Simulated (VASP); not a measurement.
Set up this calculation in VASP 6.6.1, as the native input.

```
Task                   : single point
Functional             : PBEsol
Potentials or basis    : VASP PAW PBE potentials, release 64 (W_sv, S)
Cutoff                 : 520 eV
k mesh                 : 10 × 10 × 2
Occupations            : gaussian, width 0.05 eV
Spin                   : no spin polarisation
Dipole correction      : no
Further INCAR settings : ALGO = Normal; EDIFF = 1e-07; NBANDS = 49
```

The structure of WS2 lies in POSCAR:

```
WS2
1.0
   -1.5790003843     -2.7349088907      0.0000000000
    1.5790003843     -2.7349088907      0.0000000000
    0.0000000000     -0.4556358212     18.4899900000
W S
3 6
Direct
   -0.0591013500     -0.0591013500      0.7095000000
    0.3297653167      0.3297653167      0.0428333333
    0.6353319833      0.6353319833      0.3761666667
    0.9616986600      0.9616986600      0.4598000000
    0.2672653267      0.2672653267      0.7931333333
    0.6561319933      0.6561319933      0.1264666667
    0.9758013500      0.9758013500      0.2905000000
    0.2813680167      0.2813680167      0.6238333333
    0.5869346833      0.5869346833      0.9571666667
```

One way to write it, as run:

INCAR

```
SYSTEM = WS2
PREC = Accurate ; ENCUT = 520
EDIFF = 1E-7 ; ISMEAR = 0
SIGMA = 0.05 ; LREAL = .FALSE.
LASPH = .TRUE. ; NELM = 100
ALGO = Normal ; ISIF = 2
LWAVE = .FALSE. ; LCHARG = .FALSE.
GGA = PS ; NBANDS = 49
```

KPOINTS

```
Automatic mesh
0
G
  10 10 2
  0 0 0
```

Potentials or basis: VASP PAW PBE potentials, release 64 (W_sv, S).

Command:

```bash
$ cat potpaw_PBE.64/W_sv/POTCAR potpaw_PBE.64/S/POTCAR > POTCAR
$ mpirun -np 1 vasp_std > vasp.out
```

It gave:

```yaml
Pressure: 2.3 GPa
Largest_force: 6.278 eV/Å
Band_gap_on_the_k_mesh: 0.84 eV
```

Caveat: the PAW data sets were made with another functional, which shifts forces and pressure a little; spin-orbit coupling is left out, which moves the levels of the heavy elements; this functional lacks dispersion, which binds the layers, so the pressure and a relaxed spacing across them are unreliable.

Wall time 5.6 min on 1 thread of Intel(R) Xeon(R) Platinum 8488C (Sapphire Rapids), with other jobs on the host, peak memory 0.49 GiB.
